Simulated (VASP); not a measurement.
# Cr (P6/mmm) in VASP: a series of runs

Runs on Cr. Level: PBE. Tasks: single point.

Program: VASP 6.6.1. These are calculated values, not measurements. Logs are shortened: lines on timing, memory, paths and dates and some standing lists are left out, and cuts for length are marked.

### 1 The cell of the first run

It takes space group P6/mmm (No. 191, hexagonal). The conventional cell has a = 2.458 Å, b = 2.458 Å, c = 2.368 Å, α = 90.00°, β = 90.00°, γ = 120.00°. Cr (site symmetry 6/mmm) has 8 Cr at 2.37 to 2.46 Å within 3.1 Å.

### 2 Single point, PBE, collinear spin, ferromagnetic start (Mo replaced by Cr, lengths x 0.942, strained)

Contents of INCAR:

```
SYSTEM = Cr
PREC = Accurate ; ENCUT = 500
EDIFF = 1E-6 ; ISMEAR = 0
SIGMA = 0.1 ; LREAL = .FALSE.
LASPH = .TRUE. ; NELM = 200
ALGO = Normal ; ISIF = 2
LWAVE = .FALSE. ; LCHARG = .TRUE.
ISPIN = 2 ; MAGMOM = 3
LORBIT = 11 ; LMAXMIX = 4
GGA = PE ; LELF = .TRUE.
LVHAR = .TRUE. ; NBANDS = 16
GGA_COMPAT = .FALSE.
```

Contents of KPOINTS:

```
Automatic mesh
0
G
  9 9 8
  0 0 0
```

Contents of POSCAR:

```
Cr
1.0
    2.4576011921      0.0000000000      0.0000000000
   -1.2288005960      2.1283450647      0.0000000000
    0.0000000000      0.0000000000      2.3677673213
Cr
1
Direct
    0.0000000000      0.0000000000      0.5000000000
```

Potentials or basis: VASP PAW PBE potentials, release 64 (Cr_pv).

Started as:

```bash
$ cat potpaw_PBE.64/Cr_pv/POTCAR > POTCAR
$ mpirun -np 1 vasp_std > vasp.out
```

OUTCAR:

```text
SYSTEM = Cr
   PREC = Accurate
   ENCUT = 500
   EDIFF = 1E-6
   ISMEAR = 0
   LREAL = .FALSE.
   LASPH = .TRUE.
   NELM = 200
   ISIF = 2
   ISPIN = 2
   LORBIT = 11
   GGA = PE

 ion  position               nearest neighbor table
   1  0.000  0.000  0.500-

  LATTYP: Found a hexagonal cell.
 ALAT       =     2.4576011921
 C/A-ratio  =     0.9634465221

  Lattice vectors:

 A1 = (   2.4576011921,   0.0000000000,   0.0000000000)
 A2 = (  -1.2288005960,   2.1283450647,   0.0000000000)
 A3 = (   0.0000000000,   0.0000000000,   2.3677673213)

Analysis of symmetry for initial positions (statically):
=====================================================================
 Subroutine PRICEL returns:
 Original cell was already a primitive cell.

 Routine SETGRP: Setting up the symmetry group for a
 hexagonal supercell.

 Subroutine GETGRP returns: Found 24 space group operations
 (whereof 24 operations were pure point group operations)
 out of a pool of 24 trial point group operations.

The static configuration has the point symmetry D_6h.

Analysis of symmetry for dynamics (positions and initial velocities):
=====================================================================
 Subroutine PRICEL returns:
 Original cell was already a primitive cell.

 Routine SETGRP: Setting up the symmetry group for a
 hexagonal supercell.

 Subroutine GETGRP returns: Found 24 space group operations
 (whereof 24 operations were pure point group operations)
 out of a pool of 24 trial point group operations.

The dynamic configuration has the point symmetry D_6h.

Analysis of structural, dynamic, and magnetic symmetry:
=====================================================================
 Subroutine PRICEL returns:
 Original cell was already a primitive cell.

 Routine SETGRP: Setting up the symmetry group for a
 hexagonal supercell.

 Subroutine GETGRP returns: Found 24 space group operations
 (whereof 24 operations were pure point group operations)
 out of a pool of 24 trial point group operations.

The overall configuration has the point symmetry D_6h.

 Subroutine INISYM returns: Found 24 space group operations
 (whereof 24 operations are pure point group operations),
 and found     1 'primitive' translations

----------------------------------------------------------------------------------------

                                     Primitive cell

  volume of cell :      12.3849

  direct lattice vectors                    reciprocal lattice vectors
     2.457601192  0.000000000  0.000000000     0.406900844  0.234924312  0.000000000
    -1.228800596  2.128345065  0.000000000     0.000000000  0.469848624  0.000000000
[... 97 lines left out ...]
   EFERMI =   0.00;   METHOD = LEGACY
   ISMEAR =     0;   SIGMA  =   0.10  broadening in eV -4-tet -1-fermi 0-gaus
   EFERMI_NEDOS =   21; number of points for ismear=-14 and -15
   IALGO  =     38    algorithm
   IMIX   =      4    mixing-type and parameters
     AMIX     =   0.40;   BMIX     =  1.00
     AMIX_MAG =   1.60;   BMIX_MAG =  1.00
  volume/ion in A,a.u.               =      12.38        83.58
  Fermi-wavevector in a.u.,A,eV,Ry     =   1.619960  3.061281 35.705388  2.624272
  Thomas-Fermi vector in A             =   2.713977
   LORBIT       =     11    0 simple, 1 ext, 2 COOP (PROOUT), +10 PAW based schemes
   GGA     = PE    functional components
   LHFCALC =     F    Hartree Fock is set to
   AEXX    =    0.0000 exact exchange contribution
   IVDW    =     0    specifies the selected vdW correction
   LEPSILON=     F    determine dielectric tensor
   LRPA    =     F    only Hartree local field effects (RPA)
 spin polarized calculation
 Gauss-broadening in eV      SIGMA  =   0.10
  energy-cutoff  :      500.00
  volume of cell :       12.38
 maximum number of plane-waves:       332
 NGX is ok and might be reduce to    18
   NGX =  9   NGY =  9   NGZ =  9

 number of electron      12.0000002 magnetization       0.1353860

 number of electron      12.0000002 magnetization      -0.0023252

 Free energy of the ion-electron system (eV)
  ---------------------------------------------------
  ext. energy  EPLUGINS =         0.00000000
  ---------------------------------------------------
  free energy    TOTEN  =        -8.71255679 eV

  energy without entropy =       -8.70494439  energy(sigma->0) =       -8.70875059

 E-fermi :  10.0640     XC(G=0): -13.1843

 val. band max:       10.0580772273   @ k =   0.4444   0.1111   0.2500
 cond. band min:      10.0793041554   @ k =   0.4444   0.0000   0.2500
 fundamental gap:      0.0212269281
 Fermi energy:        10.0639579220

 spin component 1

 k-point     1 :       0.0000    0.0000    0.0000
  band No.  band energies     occupation
      1     -32.5430      1.00000
      2     -32.3957      1.00000
      3     -32.3957      1.00000
      4       2.5410      1.00000
      5       6.9088      1.00000
      6       9.5737      1.00000
[... 435 lines left out ...]
      5       8.0971      1.00000
      6       8.6949      1.00000
[... 8 lines left out ...]
     15      40.8186      0.00000
     16      43.3616      0.00000

 [... further k-points ...]

 spin component 2

 k-point     1 :       0.0000    0.0000    0.0000
  band No.  band energies     occupation
      1     -32.5461      1.00000
      2     -32.3974      1.00000
      3     -32.3974      1.00000
      4       2.5404      1.00000
      5       6.9053      1.00000
      6       9.5724      1.00000
[... 435 lines left out ...]
      5       8.0963      1.00000
      6       8.6909      1.00000
[... 8 lines left out ...]
     15      40.8171      0.00000
     16      43.3610      0.00000

 [... further k-points ...]
[... 5 lines left out ...]
  --------------------------------------------------------------------------------------
  -------------------------------------------------------------------------------------
  Total        0.4639930      0.4639930     -0.9092358      0.0000000      0.0000000      0.0000000
  in kB       60.0246411     60.0246411   -117.6236504      0.0000000      0.0000000      0.0000000
  external PRESSURE =       0.8085439 kB  Pullay stress =       0.0000000 kB

 VOLUME and BASIS-vectors are now :
 -----------------------------------------------------------------------------
  energy-cutoff  :      500.00
  volume of cell :       12.38
      direct lattice vectors                 reciprocal lattice vectors
     2.457601192  0.000000000  0.000000000     0.406900844  0.234924312  0.000000000
    -1.228800596  2.128345065  0.000000000     0.000000000  0.469848624  0.000000000
     0.000000000  0.000000000  2.367767321     0.000000000  0.000000000  0.422338796

 POSITION                                       TOTAL-FORCE (eV/Angst)
 -----------------------------------------------------------------------------------
      0.00000      0.00000      1.18388        -0.000000      0.000000      0.000000
 -----------------------------------------------------------------------------------
    total drift:                                0.000000      0.000000      0.000000

  FREE ENERGIE OF THE ION-ELECTRON SYSTEM (eV)
  ---------------------------------------------------
  free  energy   TOTEN  =        -8.7125567917 eV

  energy  without entropy=       -8.7049443928  energy(sigma->0) =       -8.70875059

 total charge

# of ion       s       p       d       tot
------------------------------------------
    1        0.435   6.328   4.293  11.056

 magnetization (x)

# of ion       s       p       d       tot
------------------------------------------
    1       -0.000  -0.000  -0.002  -0.002
```

Run time: 31 s. Hardware: 1 thread of Intel Xeon 8259CL, shared host; peak memory 0.13 GiB.

What came out:

```
Free energy                                           : -8.7126 eV
Pressure                                              : 0.1 GPa
Band gap on the k mesh                                : zero (filled and empty bands overlap)
Net moment                                            : 0.00 μB per cell
Valence electrons inside the program's atomic spheres : Cr 11.06
```

Stress tensor (GPa, compression positive):
```
  6.00   0.00   0.00
  0.00   6.00   0.00
  0.00   0.00 -11.76
```

Caveat: the cell differs from its parent crystal (Mo replaced by Cr, lengths x 0.942, strained); the starting moments collapsed, and a magnetic state may lie lower.

### 3 Single point, PBE (Mo replaced by Cr, lengths x 0.942, strained)

Contents of INCAR:

```
SYSTEM = Cr
ALGO = Normal ; EDIFF = 1E-6
ENCUT = 500 ; GGA = PE
GGA_COMPAT = .FALSE. ; ISIF = 2
ISMEAR = 0 ; LASPH = .TRUE.
LCHARG = .TRUE. ; LELF = .TRUE.
LREAL = .FALSE. ; LVHAR = .TRUE.
LWAVE = .FALSE. ; NBANDS = 12
NELM = 120 ; PREC = Accurate
SIGMA = 0.1
```

Contents of KPOINTS:

```
k-points
0
G
  21 21 18
  0 0 0
```

POSCAR is that of step 2.

Potentials or basis: VASP PAW PBE potentials, release 64 (Cr_pv).

Started as:

```bash
$ cat potpaw_PBE.64/Cr_pv/POTCAR > POTCAR
$ mpirun -np 1 vasp_std > vasp.out
```

Run time: 69 s. Hardware: 1 thread of Intel Xeon 8259CL, shared host; peak memory 0.17 GiB.

The run converged. Its results:

```
Free energy            : -8.7274 eV
Pressure               : -0.5 GPa
Band gap on the k mesh : zero (band 6 reaches 10.66 eV, above the bottom of band 7 at 9.57 eV)
```

Stress tensor (GPa, compression positive):
```
  7.35   0.00   0.00
  0.00   7.35   0.00
  0.00   0.00 -16.28
```

Levels at points of the mesh, in eV from the Fermi level:
```csv
k point,band 3,band 4,band 5,band 6,band 7,band 8,band 9,band 10
"(0.00, 0.00, 0.00)",-42.56,-7.62,-3.26,-0.59,-0.59,2.36,2.36,7.41
"(0.00, 0.00, 0.50)",-42.48,-3.53,-1.12,-0.12,-0.12,0.71,0.71,7.08
```

Caveat: the cell differs from its parent crystal (Mo replaced by Cr, lengths x 0.942, strained); the run has no spin polarisation, though such a crystal can be magnetic.
